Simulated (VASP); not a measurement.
Write the native input for VASP 6.6.1 that does the following.

```
Task                   : single point
Functional             : PBE
Dispersion             : D3(BJ)
Potentials or basis    : VASP PAW PBE potentials, release 64 (Al, Cl)
Cutoff                 : 520 eV
k mesh                 : 5 × 5 × 1
Occupations            : gaussian, width 0.1 eV
Spin                   : no spin polarisation
Dipole correction      : yes
Further INCAR settings : ALGO = Normal; EDIFF = 1e-06; NBANDS = 34
```

The structure of Al12Cl lies in POSCAR:

```
Al12Cl
1.0
    5.6314608525      0.0000000000      0.0000000000
    0.0000000000      5.6314608525      0.0000000000
    0.0000000000      0.0000000000     21.1495692393
Al Cl
12 1
Direct
    0.2500000000      0.2500000000      0.1891291475
    0.2500000000      0.7500000000      0.1891291475
    0.7500000000      0.2500000000      0.1891291475
    0.7500000000      0.7500000000      0.1891291475
    0.0000000000      0.0000000000      0.2871045368
    0.0000000000      0.5000000000      0.2871045368
    0.5000000000      0.0000000000      0.2871045368
    0.5000000000      0.5000000000      0.2871045368
    0.2500000000      0.2500000000      0.3853302707
    0.2500000000      0.7500000000      0.3853302707
    0.7500000000      0.2500000000      0.3853302707
    0.7500000000      0.7500000000      0.3853302707
    0.2500000000      0.5000000000      0.5271771313
```

These files were run (other wordings do the same):

INCAR

```
SYSTEM = Al12Cl
PREC = Accurate ; ENCUT = 520
EDIFF = 1E-6 ; ISMEAR = 0
SIGMA = 0.1 ; LREAL = .FALSE.
LASPH = .TRUE. ; NELM = 80
ALGO = Normal ; ISIF = 2
LWAVE = .FALSE. ; LCHARG = .FALSE.
LDIPOL = .TRUE. ; IDIPOL = 3
DIPOL = 0.5 0.5 0.306 ; GGA = PE
IVDW = 12 ; NBANDS = 34
```

KPOINTS

```
Automatic mesh
0
G
  5 5 1
  0 0 0
```

Potentials or basis: VASP PAW PBE potentials, release 64 (Al, Cl).

The run is started by

```sh
$ cat potpaw_PBE.64/Al/POTCAR potpaw_PBE.64/Cl/POTCAR > POTCAR
$ mpirun -np 1 vasp_std > vasp.out
```

It gave:

```
Largest force              : 1.819 eV/Å
Dispersion energy per atom : -0.210 eV
```

Caveat: an odd number of electrons without spin polarisation forces a metal; a magnetic or distorted state may lie lower.

Run time: 6.1 min on 1 thread of Intel(R) Xeon(R) 6975P-C (Granite Rapids), with other jobs on the host, peak memory 0.64 GiB.
